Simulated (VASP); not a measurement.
A run of VASP 6.6.1 is set up as follows.

File POSCAR:

```
ZnS
1.0
    3.8097909153     -0.0847375666     -0.0146169733
   -1.9782803429      3.3152818175      0.0030269505
   -0.0239822477     -0.0081115046      6.1549505443
Zn S
2 2
Direct
    0.3472539347      0.7057755736     -0.0023986595
    0.6741136890      0.3322627769      0.4929701212
    0.3148956427      0.6418009261      0.3731558112
    0.6637367336      0.3201607234      0.9062727272
```

Contents of INCAR.step1:

```
SYSTEM = ZnS
ALGO = Normal
EDIFF = 1E-4
ENCUT = 520
GGA = PE
ISMEAR = 0
LASPH = .True.
LCHARG = .False.
LREAL = .False.
LWAVE = .True.
NBANDS = 26
NELM = 80
PREC = Accurate
SIGMA = 0.05
```

File INCAR.step2:

```
SYSTEM = ZnS
ALGO = Normal
EDIFF = 1E-7
ENCUT = 520
ISIF = 2
ISMEAR = 0
ISTART = 1
LASPH = .True.
LCHARG = .True.
LELF = .True.
LMIXTAU = .True.
LREAL = .False.
LVHAR = .True.
LWAVE = .False.
METAGGA = R2SCAN
NBANDS = 26
NELM = 80
PREC = Accurate
SIGMA = 0.05
```

KPOINTS

```
k-points
0
Gamma
  6 6 4
  0 0 0
```

Potentials or basis: VASP PAW PBE potentials, release 64 (Zn, S).

Launch:

```bash
$ cat potpaw_PBE.64/Zn/POTCAR potpaw_PBE.64/S/POTCAR > POTCAR
$ cp INCAR.step1 INCAR
$ mpirun -np 1 vasp_std > vasp.out
$ cp INCAR.step2 INCAR
$ mpirun -np 1 vasp_std > vasp.out
```

(1) What does it give for the largest force?

(2) Predict the band gap on the k mesh.

(3) Predict the pressure.

Results:

(1) 2.826 eV/Å.

(2) 2.76 eV, direct.

(3) 4.3 GPa.

Caveat: the cell differs from its parent crystal (atoms moved at random and the cell strained at random); the PAW data sets were made with another functional, which shifts forces and pressure a little.
